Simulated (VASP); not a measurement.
# MgRe3 (Fm-3m) in VASP: notebook

Aim: see how the results for MgRe3 move with the level of theory and the settings. Levels: RPBE, LDA, PBEsol, PBE. Tasks: relaxation of cell and atoms.

Everything below comes from runs of VASP 6.6.1. Logs are shortened: lines on timing, memory, paths and dates and some standing lists are left out, and cuts for length are marked.

## (1) The cell of the first run

It takes space group Fm-3m (No. 225, cubic). The conventional cell has a = 6.229 Å, b = 6.229 Å, c = 6.229 Å, α = 90.00°, β = 90.00°, γ = 90.00°. Within 3.6 Å of Mg (site symmetry m-3m) lie 14 Re at 2.70 to 3.11 Å. Re (site symmetry -43m) has 4 Mg at 2.70 Å and 10 Re at 2.70 to 3.11 Å within 3.6 Å. Re (site symmetry m-3m) has 8 Re at 2.70 Å and 6 Mg at 3.11 Å within 3.6 Å.

## (2) Relaxation of cell and atoms, RPBE

INCAR reads:

```
PREC = Accurate ; ENCUT = 600
EDIFF = 1E-6 ; ISMEAR = -1
SIGMA = 0.05 ; LREAL = F
LASPH = T ; NELM = 60
ALGO = Normal ; ISIF = 3
LWAVE = F ; LCHARG = F
GGA = RP ; IBRION = 2
NSW = 60 ; EDIFFG = -0.02
```

KPOINTS reads:

```
Automatic mesh
0
Gamma
  6 6 6
```

POSCAR reads:

```
MgRe3
1.0
    0.0000000000      3.1145280000      3.1145280000
    3.1145280000      0.0000000000      3.1145280000
    3.1145280000      3.1145280000      0.0000000000
Mg Re
1 3
Direct
    0.0000000000      0.0000000000      0.0000000000
    0.2500000000      0.2500000000      0.2500000000
    0.5000000000      0.5000000000      0.5000000000
    0.7500000000      0.7500000000      0.7500000000
```

Potentials or basis: VASP PAW PBE potentials, release 64 (Mg, Re).

Launch:

```bash
> cat potpaw_PBE.64/Mg/POTCAR potpaw_PBE.64/Re/POTCAR > POTCAR
> mpirun -np 1 vasp_std > vasp.out
```

OUTCAR:

```text
PREC = Accurate
   ENCUT = 600
   EDIFF = 1E-6
   ISMEAR = -1
   LREAL = F
   LASPH = T
   NELM = 60
   ISIF = 3
   GGA = RP
   IBRION = 2
   NSW = 60
   EDIFFG = -0.02

 ion  position               nearest neighbor table
   1  0.000  0.000  0.000-   4 2.70   4 2.70   4 2.70   2 2.70   4 2.70   2 2.70   2 2.70   2 2.70
                             3 3.11   3 3.11   3 3.11   3 3.11   3 3.11   3 3.11
   2  0.250  0.250  0.250-   1 2.70   1 2.70   1 2.70   1 2.70   3 2.70   3 2.70   3 2.70   3 2.70
                             4 3.11   4 3.11   4 3.11   4 3.11   4 3.11   4 3.11
   3  0.500  0.500  0.500-   2 2.70   2 2.70   2 2.70   2 2.70   4 2.70   4 2.70   4 2.70   4 2.70
                             1 3.11   1 3.11   1 3.11   1 3.11   1 3.11   1 3.11
   4  0.750  0.750  0.750-   3 2.70   3 2.70   3 2.70   1 2.70   3 2.70   1 2.70   1 2.70   1 2.70
                             2 3.11   2 3.11   2 3.11   2 3.11   2 3.11   2 3.11

  LATTYP: Found a face centered cubic cell.
 ALAT       =     6.2290560000

  Lattice vectors:

 A1 = (   0.0000000000,   3.1145280000,   3.1145280000)
 A2 = (   3.1145280000,   0.0000000000,   3.1145280000)
 A3 = (   3.1145280000,   3.1145280000,   0.0000000000)

Analysis of symmetry for initial positions (statically):
=====================================================================
 Subroutine PRICEL returns:
 Original cell was already a primitive cell.

 Routine SETGRP: Setting up the symmetry group for a
 face centered cubic supercell.

 Subroutine GETGRP returns: Found 48 space group operations
 (whereof 48 operations were pure point group operations)
 out of a pool of 48 trial point group operations.

The static configuration has the point symmetry O_h .

Analysis of symmetry for dynamics (positions and initial velocities):
=====================================================================
 Subroutine PRICEL returns:
 Original cell was already a primitive cell.

 Routine SETGRP: Setting up the symmetry group for a
 face centered cubic supercell.

 Subroutine GETGRP returns: Found 48 space group operations
 (whereof 48 operations were pure point group operations)
 out of a pool of 48 trial point group operations.

The dynamic configuration has the point symmetry O_h .

 Subroutine INISYM returns: Found 48 space group operations
 (whereof 48 operations are pure point group operations),
 and found     1 'primitive' translations

----------------------------------------------------------------------------------------

                                     Primitive cell

  volume of cell :      60.4236

  direct lattice vectors                    reciprocal lattice vectors
     0.000000000  3.114528000  3.114528000    -0.160537969  0.160537969  0.160537969
     3.114528000  0.000000000  3.114528000     0.160537969 -0.160537969  0.160537969
     3.114528000  3.114528000  0.000000000     0.160537969  0.160537969 -0.160537969

  length of vectors
     4.404607738  4.404607738  4.404607738     0.278059919  0.278059919  0.278059919

  position of ions in fractional coordinates (direct lattice)
     0.000000000  0.000000000  0.000000000
     0.250000000  0.250000000  0.250000000
     0.500000000  0.500000000  0.500000000
     0.750000000  0.750000000  0.750000000

  ion indices of the primitive-cell ions
   primitive index   ion index
                 1           1
                 2           2
                 3           3
                 4           4

----------------------------------------------------------------------------------------

 KPOINTS: Automatic mesh

Automatic generation of k-mesh.
 Grid dimensions read from file:
 generate k-points for:    6    6    6

 Generating k-lattice:

  Cartesian coordinates                     Fractional coordinates (reciprocal lattice)
    -0.026756328  0.026756328  0.026756328     0.166666667  0.000000000  0.000000000
     0.026756328 -0.026756328  0.026756328     0.000000000  0.166666667  0.000000000
     0.026756328  0.026756328 -0.026756328     0.000000000  0.000000000  0.166666667

  Length of vectors
     0.046343320  0.046343320  0.046343320

  Shift w.r.t. Gamma in fractional coordinates (k-lattice)
     0.000000000  0.000000000  0.000000000

 Subroutine IBZKPT returns following result:
 ===========================================

 Found     16 irreducible k-points:

 Following reciprocal coordinates:
            Coordinates               Weight
  0.000000  0.000000  0.000000      1.000000
  0.166667  0.000000  0.000000      8.000000
  0.333333  0.000000  0.000000      8.000000
  0.500000  0.000000  0.000000      4.000000
  0.166667  0.166667  0.000000      6.000000
  0.333333  0.166667  0.000000     24.000000
[... 8 lines left out ...]
 -0.333333  0.333333  0.166667     24.000000
 -0.333333  0.500000  0.166667     12.000000
   k-points           NKPTS =     16   k-points in BZ     NKDIM =     16   number of bands    NBANDS=     15
   number of dos      NEDOS =    301   number of ions     NIONS =      4
   total plane-waves  NPLWV =  46656
   dimension x,y,z NGX =    36 NGY =   36 NGZ =   36
   dimension x,y,z NGXF=    72 NGYF=   72 NGZF=   72
   ions per type =               1   3
   NGX,Y,Z   is equivalent  to a cutoff of  13.59, 13.59, 13.59 a.u.
   NGXF,Y,Z  is equivalent  to a cutoff of  27.18, 27.18, 27.18 a.u.
 SYSTEM =  unknown system
   PREC   = accura    normal or accurate (medium, high low for compatibility)
   ISTART =      0    job   : 0-new  1-cont  2-samecut
   ICHARG =      2    charge: 1-file 2-atom 10-const
   ISPIN  =      1    spin polarized calculation?
   LNONCOLLINEAR =      F non collinear calculations
   LSORBIT =      F    spin-orbit coupling
   LASPH  =      T    aspherical Exc in radial PAW
   ENCUT  =  600.0 eV  44.10 Ry    6.64 a.u.   8.80  8.80  8.80*2*pi/ulx,y,z
   NELM   =     60;   NELMIN=  2; NELMDL= -5     # of ELM steps
   EDIFF  = 0.1E-05   stopping-criterion for ELM
   LREAL  =      F    real-space projection
   EDIFFG = -.2E-01   stopping-criterion for IOM
   NSW    =     60    number of steps for IOM
   IBRION =      2    ionic relax: 0-MD 1-quasi-New 2-CG
   NFREE  =      1    steps in history (QN), initial steepest desc. (CG)
   ISIF   =      3    stress and relaxation
   ISYM   =      2    0-nonsym 1-usesym 2-fastsym
   POTIM  = 0.5000    time-step for ionic-motion
   TEBEG  =    0.0;   TEEND  =   0.0 temperature during run
   PSTRESS=    0.0 pullay stress
   NELECT =      23.0000    total number of electrons
   NUPDOWN=      -1.0000    fix difference up-down
   EMIN   =  10.00;   EMAX   =-10.00  energy-range for DOS
   EFERMI =   0.00;   METHOD = LEGACY
   ISMEAR =    -1;   SIGMA  =   0.05  broadening in eV -4-tet -1-fermi 0-gaus
   EFERMI_NEDOS =   21; number of points for ismear=-14 and -15
   IALGO  =     38    algorithm
   IMIX   =      4    mixing-type and parameters
     AMIX     =   0.40;   BMIX     =  1.00
     AMIX_MAG =   1.60;   BMIX_MAG =  1.00
  volume/ion in A,a.u.               =      15.11       101.94
  Fermi-wavevector in a.u.,A,eV,Ry     =   1.186448  2.242061 19.152346  1.407658
  Thomas-Fermi vector in A             =   2.322620
   LORBIT       =      0    0 simple, 1 ext, 2 COOP (PROOUT), +10 PAW based schemes
   GGA     = RP    functional components
   LHFCALC =     F    Hartree Fock is set to
   AEXX    =    0.0000 exact exchange contribution
   IVDW    =     0    specifies the selected vdW correction
   LEPSILON=     F    determine dielectric tensor
   LRPA    =     F    only Hartree local field effects (RPA)
 conjugate gradient relaxation of ions
 non-spin polarized calculation
  energy-cutoff  :      600.00
  volume of cell :       60.42
 maximum number of plane-waves:      2044
   NGX = 17   NGY = 17   NGZ = 17

--------------------------------------- Ionic step        1  -------------------------------------------

 number of electron      22.9999998 magnetization

 Free energy of the ion-electron system (eV)
  ---------------------------------------------------
  ext. energy  EPLUGINS =         0.00000000
  ---------------------------------------------------
  free energy    TOTEN  =       -35.72463736 eV

  energy without entropy =      -35.69951794  energy(sigma->0) =      -35.71207765

------------------------ aborting loop because EDIFF is reached ----------------------------------------

  FORCE on cell =-STRESS in cart. coord.  units (eV):
  Direction    XX          YY          ZZ          XY          YZ          ZX
  --------------------------------------------------------------------------------------
  -------------------------------------------------------------------------------------
  Total        0.8621360      0.8621360      0.8621360     -0.0000000     -0.0000000      0.0000000
  in kB       22.8601800     22.8601800     22.8601800     -0.0000000     -0.0000000      0.0000000
  external PRESSURE =      22.8601800 kB  Pullay stress =       0.0000000 kB
[... 61 lines left out ...]
  energy  without entropy=      -35.6781436878  energy(sigma->0) =      -35.69139529

--------------------------------------- Ionic step        3  -------------------------------------------

 number of electron      22.9999998 magnetization

 Free energy of the ion-electron system (eV)
  ---------------------------------------------------
  ext. energy  EPLUGINS =         0.00000000
  ---------------------------------------------------
  free energy    TOTEN  =       -35.72834996 eV

  energy without entropy =      -35.70283665  energy(sigma->0) =      -35.71559331

 E-fermi :   6.9493     XC(G=0): -12.6006

 val. band max:        6.9322384919   @ k =   0.5000   0.3333   0.0000
 cond. band min:       6.9727008996   @ k =  -0.3333   0.5000   0.1667
 fundamental gap:      0.0404624077
 Fermi energy:         6.9492555797

 k-point     1 :       0.0000    0.0000    0.0000
  band No.  band energies     occupation
      1      -2.4820      2.00000
      2       1.9312      2.00000
      3       1.9312      2.00000
      4       3.2674      2.00000
      5       3.2674      2.00000
      6       3.2674      2.00000
      7       4.0610      2.00000
      8       4.0610      2.00000
      9       4.0610      2.00000
     10       8.0951      0.00000
     11       8.0951      0.00000
     12       8.0951      0.00000
     13       8.4028      0.00000
     14       8.4028      0.00000
     15       9.3690      0.00000
[... 299 lines left out ...]
  FREE ENERGIE OF THE ION-ELECTRON SYSTEM (eV)
  ---------------------------------------------------
  free  energy   TOTEN  =       -35.7283499626 eV

  energy  without entropy=      -35.7028366487  energy(sigma->0) =      -35.71559331

 reached required accuracy - stopping structural energy minimisation
```

Run time: 82 s. Hardware: 1 thread of Intel Xeon 8259CL, shared host; peak memory 0.21 GiB.

Results:

- Free energy: -35.7283 eV
- Relaxed volume: 15.24 Å³/atom
- Relaxed cell: a = 4.417 Å, b = 4.417 Å, c = 4.417 Å, α = 60.00°, β = 60.00°, γ = 60.00°
- Space group after relaxing (to 0.1 Å): Fm-3m (No. 225)
- Energy gained by relaxing: 0.9 meV/atom
- Ionic steps: 3
- Pressure after relaxing: 0.0 GPa
- Band gap on the k mesh: zero (an odd number of electrons rules out a gap without spin polarisation)

Step by step:
| step | energy change (eV) | largest force (eV/Å) | pressure (GPa) | volume (Å³) |
| --- | --- | --- | --- | --- |
| 1 | 0.0000 | 0.0000 | 2.29 | 60.42 |
| 2 | 0.0200 | 0.0000 | -5.38 | 62.33 |
| 3 | -0.0037 | 0.0000 | 0.00 | 60.96 |

Final structure:
```yaml
crystal:
  lattice:
    - [0.00000, 3.12363, 3.12363]
    - [3.12363, 0.00000, 3.12363]
    - [3.12363, 3.12363, 0.00000]
  atoms:
    - { symbol: Mg, position: [0.00000, 0.00000, 0.00000] }
    - { symbol: Re, position: [0.25000, 0.25000, 0.25000] }
    - { symbol: Re, position: [0.50000, 0.50000, 0.50000] }
    - { symbol: Re, position: [0.75000, 0.75000, 0.75000] }
```

Caveat: the PAW data sets were made with another functional, which shifts forces and pressure a little; spin-orbit coupling is left out, which moves the levels of the heavy elements.

## (3) Relaxation of cell and atoms, LDA

INCAR reads:

```
SYSTEM = MgRe3
PREC = Accurate ; ENCUT = 600
EDIFF = 1E-6 ; ISMEAR = -1
SIGMA = 0.05 ; LREAL = .False.
LASPH = .True. ; NELM = 80
ALGO = Normal ; ISIF = 3
LWAVE = .False. ; LCHARG = .False.
IBRION = 2 ; NSW = 60
EDIFFG = -0.02
```

KPOINTS reads:

```
regular mesh
0
Gamma
  6 6 6
  0 0 0
```

POSCAR is that of step 2.

Potentials or basis: VASP PAW LDA potentials, release 64 (Mg, Re).

Launch:

```bash
> cat potpaw_LDA.64/Mg/POTCAR potpaw_LDA.64/Re/POTCAR > POTCAR
> mpirun -np 1 vasp_std > vasp.out
```

Run time: 79 s. Hardware: 1 thread of Intel Xeon 8259CL, shared host; peak memory 0.19 GiB.

The run converged. Its results:

```yaml
Free_energy: -42.1537 eV
Relaxed_volume: 14.41 Å³/atom
Relaxed_cell: a = 4.336 Å, b = 4.336 Å, c = 4.336 Å, α = 60.00°, β = 60.00°, γ = 60.00°
Space_group_after_relaxing_to_0.1_Å: Fm-3m (No. 225)
Energy_gained_by_relaxing: 28.8 meV/atom
Ionic_steps: 4
Pressure_after_relaxing: -0.1 GPa
Band_gap_on_the_k_mesh: zero (an odd number of electrons rules out a gap without spin polarisation)
```

The path:
```csv
step,energy change (eV),largest force (eV/Å),pressure (GPa),volume (Å³)
1,0.0000,0.0000,-12.67,60.42
2,0.9022,0.0000,51.77,50.57
3,-0.1149,0.0000,-0.77,57.78
4,-0.1152,0.0000,-0.12,57.66
```

Final structure:
```
Mg Re
1.0
     0.00000    3.06623    3.06623
     3.06623    0.00000    3.06623
     3.06623    3.06623    0.00000
Mg Re
1 3
Direct
  0.00000 0.00000 0.00000
  0.25000 0.25000 0.25000
  0.50000 0.50000 0.50000
  0.75000 0.75000 0.75000
```

Levels at points of the mesh, in eV from the Fermi level:
```csv
k point,band 8,band 9,band 10,band 11,band 12,band 13,band 14,band 15
"(0.00, 0.00, 0.00)",-3.01,-3.01,1.25,1.25,1.25,1.55,1.55,2.61
"(0.50, 0.00, 0.00)",-2.29,-2.29,-1.38,-1.21,-1.21,1.43,1.43,1.95
"(0.50, 0.50, 0.00)",-1.82,-1.25,-1.25,0.29,0.29,0.92,1.14,1.77
```

Caveat: spin-orbit coupling is left out, which moves the levels of the heavy elements.

## (4) Relaxation of cell and atoms, PBEsol

INCAR reads:

```
SYSTEM = MgRe3
PREC = Accurate ; ENCUT = 600
EDIFF = 1E-6 ; ISMEAR = -1
SIGMA = 0.05 ; LREAL = .FALSE.
LASPH = .TRUE. ; NELM = 60
ALGO = Normal ; ISIF = 3
LWAVE = .FALSE. ; LCHARG = .FALSE.
GGA = PS ; IBRION = 2
NSW = 60 ; EDIFFG = -0.02
```

KPOINTS reads:

```
regular mesh
0
G
  6 6 6
  0 0 0
```

POSCAR is that of step 3.

Potentials or basis: VASP PAW PBE potentials, release 64 (Mg, Re).

Launch:

```bash
> cat potpaw_PBE.64/Mg/POTCAR potpaw_PBE.64/Re/POTCAR > POTCAR
> mpirun -np 1 vasp_std > vasp.out
```

Wall time 94 s (1 thread of Intel Xeon 8259CL, shared host); peak memory 0.22 GiB.

The run converged. Its results:

- Free energy: -40.6655 eV
- Relaxed volume: 14.65 Å³/atom
- Relaxed cell: a = 4.360 Å, b = 4.360 Å, c = 4.360 Å, α = 60.00°, β = 60.00°, γ = 60.00°
- Space group after relaxing (to 0.1 Å): Fm-3m (No. 225)
- Energy gained by relaxing: 12.0 meV/atom
- Ionic steps: 4
- Pressure after relaxing: 0.0 GPa
- Band gap on the k mesh: zero (an odd number of electrons rules out a gap without spin polarisation)

Step by step:
```tsv
step	energy change (eV)	largest force (eV/Å)	pressure (GPa)	volume (Å³)
1	0.0000	0.0000	-8.17	60.42
2	0.3372	0.0000	28.53	53.94
3	-0.0479	0.0000	-0.27	58.66
4	-0.0479	0.0000	-0.05	58.61
```

Final structure:
```
Mg Re
1.0
     0.00000    3.08304    3.08304
     3.08304    0.00000    3.08304
     3.08304    3.08304    0.00000
Mg Re
1 3
Cartesian
  0.0000 3.0830 3.0830
  1.5415 1.5415 1.5415
  3.0830 3.0830 3.0830
  4.6246 4.6246 4.6246
```

Levels at points of the mesh, in eV from the Fermi level:
| k point | band 10 | band 11 | band 12 | band 13 | band 14 | band 15 |
| --- | --- | --- | --- | --- | --- | --- |
| (0.00, 0.00, 0.00) | 1.22 | 1.22 | 1.22 | 1.54 | 1.54 | 2.57 |
| (0.50, 0.00, 0.00) | -1.38 | -1.18 | -1.18 | 1.41 | 1.41 | 1.91 |
| (0.50, 0.50, 0.00) | -1.23 | 0.17 | 0.17 | 0.90 | 1.12 | 1.75 |

Caveat: the PAW data sets were made with another functional, which shifts forces and pressure a little; spin-orbit coupling is left out, which moves the levels of the heavy elements.

## (5) Relaxation of cell and atoms, PBE

INCAR reads:

```
PREC = Accurate ; ENCUT = 600
EDIFF = 1E-6 ; ISMEAR = -1
SIGMA = 0.05 ; LREAL = F
LASPH = T ; NELM = 100
ALGO = Normal ; ISIF = 3
LWAVE = F ; LCHARG = F
GGA = PE ; IBRION = 2
NSW = 60 ; EDIFFG = -0.02
```

KPOINTS reads:

```
Automatic mesh
0
Gamma
  6 6 6
```

POSCAR is that of step 4.

Launch:

```bash
> cat potpaw_PBE.64/Mg/POTCAR potpaw_PBE.64/Re/POTCAR > POTCAR
> mpirun -np 1 vasp_std > vasp.out
```

It took 73 s on 1 thread of Intel Xeon 8259CL, shared host; peak memory 0.21 GiB.

The run converged. Its results:

```
Free energy                           : -37.7480 eV
Relaxed volume                        : 15.04 Å³/atom
Relaxed cell                          : a = 4.398 Å, b = 4.398 Å, c = 4.398 Å, α = 60.00°, β = 60.00°, γ = 60.00°
Space group after relaxing (to 0.1 Å) : Fm-3m (No. 225)
Energy gained by relaxing             : 0.3 meV/atom
Ionic steps                           : 3
Pressure after relaxing               : 0.0 GPa
Band gap on the k mesh                : zero (an odd number of electrons rules out a gap without spin polarisation)
```

Step by step:
| step | energy change (eV) | largest force (eV/Å) | pressure (GPa) | volume (Å³) |
| --- | --- | --- | --- | --- |
| 1 | 0.0000 | 0.0000 | -1.20 | 60.42 |
| 2 | 0.0059 | 0.0000 | 3.23 | 59.44 |
| 3 | -0.0011 | 0.0000 | 0.02 | 60.15 |

Final structure:
```
Mg Re
1.0
     0.00000    3.10975    3.10975
     3.10975    0.00000    3.10975
     3.10975    3.10975    0.00000
Mg Re
1 3
Direct
  0.00000 0.00000 0.00000
  0.25000 0.25000 0.25000
  0.50000 0.50000 0.50000
  0.75000 0.75000 0.75000
```

Levels at points of the mesh, in eV from the Fermi level:
| k point | band 8 | band 9 | band 10 | band 11 | band 12 | band 13 | band 14 | band 15 |
| --- | --- | --- | --- | --- | --- | --- | --- | --- |
| (0.00, 0.00, 0.00) | -2.92 | -2.92 | 1.17 | 1.17 | 1.17 | 1.48 | 1.48 | 2.47 |
| (0.50, 0.00, 0.00) | -2.21 | -2.21 | -1.34 | -1.13 | -1.13 | 1.36 | 1.36 | 1.83 |
| (0.50, 0.50, 0.00) | -1.67 | -1.19 | -1.19 | 0.12 | 0.12 | 0.85 | 1.07 | 1.67 |

Caveat: spin-orbit coupling is left out, which moves the levels of the heavy elements.

## (6) Summary

| level | potentials or basis | gap on the mesh (eV) | pressure (GPa) | relaxed volume (Å³/atom) |
| --- | --- | --- | --- | --- |
| RPBE | VASP PAW PBE potentials, release 64 (Mg, Re) | none | 0.0 | 15.24 |
| LDA | VASP PAW LDA potentials, release 64 (Mg, Re) | none | -0.1 | 14.41 |
| PBEsol | VASP PAW PBE potentials, release 64 (Mg, Re) | none | 0.0 | 14.65 |
| PBE | VASP PAW PBE potentials, release 64 (Mg, Re) | none | 0.0 | 15.04 |

Alike in all rows: task relaxation of cell and atoms; no spin polarisation; cell relaxed; k mesh 6 × 6 × 6; cutoff (eV) 600; smearing fermi-dirac 0.05 eV.

Caveats: spin-orbit coupling is left out, which moves the levels of the heavy elements; the PAW data sets were made with another functional, which shifts forces and pressure a little (at least some runs).

Absolute energies hang on the potentials; compare differences alone.
